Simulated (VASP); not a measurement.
A run of VASP 6.6.1 is set up as follows.

The input INCAR:

```
SYSTEM = Mo
PREC = Accurate
ENCUT = 520
EDIFF = 1E-6
ISMEAR = 1
SIGMA = 0.1
LREAL = .False.
LASPH = .True.
NELM = 60
ALGO = Normal
ISIF = 2
LWAVE = .False.
LCHARG = .True.
GGA = PS
LELF = .True.
LVHAR = .True.
NBANDS = 13
```

The input KPOINTS:

```
Automatic mesh
0
Gamma
  36 36 36
  0 0 0
```

File POSCAR:

```
Mo
1.0
   -1.5647277120      1.5647277120      1.5647277120
    1.5647277120     -1.5647277120      1.5647277120
    1.5647277120      1.5647277120     -1.5647277120
Mo
1
Direct
    0.0000000000      0.0000000000      0.0000000000
```

Potentials or basis: VASP PAW PBE potentials, release 64 (Mo_sv).

Run with:

```console
$ cat potpaw_PBE.64/Mo_sv/POTCAR > POTCAR
$ mpirun -np 1 vasp_std > vasp.out
```

Problem. What does it give for the band gap on the k mesh?

Solution. Zero (band 7 reaches 16.91 eV, above the bottom of band 8 at 11.38 eV).

Problem. Estimate the pressure.

Solution. 0.6 GPa.

Caveat: the PAW data sets were made with another functional, which shifts forces and pressure a little.
